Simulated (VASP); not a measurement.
Input of a VASP 6.6.1 run:

The input INCAR:

```
PREC = Accurate
ENCUT = 500
EDIFF = 1E-6
ISMEAR = -1
SIGMA = 0.1
LREAL = False
LASPH = True
NELM = 120
ALGO = Normal
ISIF = 2
LWAVE = False
LCHARG = True
GGA = CA
LELF = True
LVHAR = True
NBANDS = 16
GGA_COMPAT = False
```

File KPOINTS:

```
Automatic mesh
0
Gamma
  6 6 6
```

POSCAR

```
InAs
1.0
    0.0000000000      2.9057940113      2.9057940113
    2.9057940113      0.0000000000      2.9057940113
    2.9057940113      2.9057940113      0.0000000000
In As
1 1
Direct
    0.5000000000      0.5000000000      0.5000000000
    0.0000000000      0.0000000000      0.0000000000
```

Potentials or basis: VASP PAW LDA potentials, release 64 (In_d, As).

Launch:

```sh
$ cat potpaw_LDA.64/In_d/POTCAR potpaw_LDA.64/As/POTCAR > POTCAR
$ mpirun -np 1 vasp_std > vasp.out
```

Question: Predict the pressure.

Answer: -6.4 GPa.

Question: Predict the band gap on the k mesh.

Answer: Zero (band 9 reaches 5.82 eV, above the bottom of band 10 at 3.30 eV).

Caveat: spin-orbit coupling is left out, which moves the levels of the heavy elements.
